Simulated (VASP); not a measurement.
Input of a VASP 6.6.1 run:

Contents of INCAR:

```
ALGO     = Normal         # electronic algorithm
EDIFF    = 1E-6           # SCF threshold, eV
ENCUT    = 520            # plane-wave cutoff, eV
ISIF     = 2              # what is computed and relaxed
ISMEAR   = -1             # smearing method
ISPIN    = 2              # spin polarisation
LASPH    = True           # aspherical terms in the spheres
LCHARG   = False          # write CHGCAR
LMAXMIX  = 4              # l up to which the mixer works
LORBIT   = 11             # projections on sites
LREAL    = False          # projectors in reciprocal space
LWAVE    = False          # write WAVECAR
MAGMOM   = 0.03 0.23      # initial moments
NBANDS   = 18             # bands
NELM     = 150            # most SCF steps
NUPDOWN  = 0.3            # fixed moment
PREC     = Accurate       # precision mode
SIGMA    = 0.3            # smearing width, eV
```

Contents of KPOINTS:

```
Automatic mesh
0
Gamma
  5 5 5
  0.5 0.5 0.5
```

POSCAR

```
AlNi
1.0
    2.8810000000      0.0000000000      0.0000000000
    0.0000000000      2.8810000000      0.0000000000
    0.0000000000      0.0000000000      2.8810000000
Al Ni
1 1
Direct
    0.0000000000      0.0000000000      0.0000000000
    0.5000000000      0.5000000000      0.5000000000
```

Potentials or basis: VASP PAW LDA potentials, release 64 (Al, Ni).

The run is started by

```sh
$ cat potpaw_LDA.64/Al/POTCAR potpaw_LDA.64/Ni/POTCAR > POTCAR
$ mpirun -np 1 vasp_std > vasp.out
```

Problem. What does it give for the pressure?

Solution. -7.0 GPa.

Caveat: the k points lie up to 0.44 Å⁻¹ apart; the total moment is fixed, so each spin has its own Fermi level.
